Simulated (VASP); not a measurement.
**AlNi: single point with PBEsol**

The system is AlNi.

```
CELL_PARAMETERS angstrom
1.93869 -1.95319 0.00000
1.93869 1.95319 0.00000
0.00000 0.00000 3.09943
ATOMIC_POSITIONS crystal
Al 0.00000 0.00000 0.00000
Ni 0.50000 0.50000 0.50000
```

* Program: VASP 6.6.1
* Task: single point
* Functional: PBEsol
* Potentials or basis: VASP PAW PBE potentials, release 64 (Al, Ni)
* Cutoff: 520 eV
* k mesh: 11 × 11 × 10
* Occupations: fermi-dirac, width 0.1 eV
* Spin: collinear spin, ferromagnetic start
* Starting moments: [0.0, 2.0] μB
* Dipole correction: no
* Further INCAR settings: ALGO = Normal; EDIFF = 1e-06; NBANDS = 18

The pressure is 0.6 GPa. The net moment is 0.00 μB per cell and the valence electrons inside the program's atomic spheres are Al 0.81; Ni 9.51.

Stress tensor (GPa, compression positive):
```
 3.48  0.00  0.00
 0.00  1.82  0.00
 0.00  0.00 -3.61
```

Levels at points of the mesh, in eV from the Fermi level:
Spin up:
```
           k point  band 4  band 5  band 6  band 7  band 8  band 9  band 10  band 11
(0.00, 0.00, 0.00)   -1.69   -1.67   -1.38    2.92    7.02    7.07     7.16     8.65
(0.00, 0.00, 0.50)   -2.13   -2.10   -1.34   -1.27    8.40   11.16    11.20    11.51
```
Spin down:
```csv
k point,band 3,band 4,band 5,band 6,band 7,band 8,band 9,band 10,band 11,band 12
"(0.00, 0.00, 0.00)",-3.32,-1.69,-1.67,-1.38,2.92,7.02,7.07,7.16,8.65,14.60
"(0.00, 0.00, 0.50)",-3.01,-2.13,-2.10,-1.34,-1.27,8.40,11.16,11.20,11.51,11.51
```

Run time: 4 min on 1 thread of AMD EPYC 7R43 64-Core Processor (Zen 3) (shared host), peak memory 0.2 GiB.

Caveat: the starting moments collapsed, and a magnetic state may lie lower; the PAW data sets were made with another functional, which shifts forces and pressure a little.
